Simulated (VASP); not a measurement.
# Ta: single point with LDA

The system is Ta.

```xyz
2
Lattice="2.9004 0.0000 0.0000 -1.4502 2.5118 0.0000 0.0000 0.0000 5.1663" Properties=species:S:1:pos:R:3 pbc="T T T"
Ta    1.4502    0.8373    3.8747
Ta    0.0000    1.6745    1.2916
```

```json
{
 "Program": "VASP 6.6.1",
 "Task": "single point",
 "Functional": "LDA",
 "Potentials or basis": "VASP PAW LDA potentials, release 64 (Ta_pv)",
 "Cutoff": "520 eV",
 "k mesh": "11 × 11 × 6",
 "Occupations": "fermi-dirac, width 0.05 eV",
 "Spin": "collinear spin, zero start",
 "Starting moments": "[0.0, 0.0] μB",
 "Fixed moment": "0 μB",
 "Dipole correction": "no",
 "Further INCAR settings": "ALGO = Normal; EDIFF = 1e-07; NBANDS = 22"
}
```

```json
{
 "Pressure": "-11.2 GPa",
 "Net moment": "0.00 μB per cell",
 "Valence electrons inside the program's atomic spheres": "Ta 8.89"
}
```

Stress tensor (GPa, compression positive):
```
-11.78   0.00   0.00
  0.00 -11.78   0.00
  0.00   0.00  -9.96
```

It took 63 s on 1 thread of Intel(R) Xeon(R) Platinum 8259CL CPU @ 2.50GHz (Skylake/Cascade Lake), with other jobs on the host, peak memory 0.2 GiB.

Caveat: the total moment is fixed, so each spin has its own Fermi level.
